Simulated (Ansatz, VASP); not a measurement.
One calculation of ScAl2, two programs

```
Sc Al
1.0
     0.00000    3.77765    3.77765
     3.77765    0.00000    3.77765
     3.77765    3.77765    0.00000
Sc Al
2 4
Direct
  0.50000 0.50000 0.50000
  0.75000 0.75000 0.75000
  0.12500 0.12500 0.12500
  0.62500 0.12500 0.12500
  0.12500 0.62500 0.12500
  0.12500 0.12500 0.62500
```

Alike in both runs: task relaxation of cell and atoms; functional r2SCAN; k mesh 6 × 6 × 6; occupations gaussian, width 0.1 eV; no spin polarisation.

|  | VASP | Ansatz |
| --- | --- | --- |
| version | VASP 6.6.1 | Ansatz 0.2.0 |
| potentials or method | VASP PAW PBE potentials, release 64 (Sc_sv, Al), cutoff 600 eV | scalar-relativistic, plane waves, PAW |
| valence electrons in the cell | 34 | 34 |

|  | VASP | Ansatz | Ansatz less VASP |
| --- | --- | --- | --- |
| gap on the k mesh at the Fermi level, each at its own relaxed structure (eV) | none | none | - |
| relaxed volume (Å³/atom) | 17.97 | 17.97 | 0.000 |
| relaxed cell length with the largest relative difference (Å) | 5.342 | 5.342 | 0.0000 |

VASP's potentials were made for PBE, not for r2SCAN. A gap of «none» marks a metal or a gap that the smearing closes.

Noted on VASP's run: the relaxation stopped at its first step, so nothing moved.
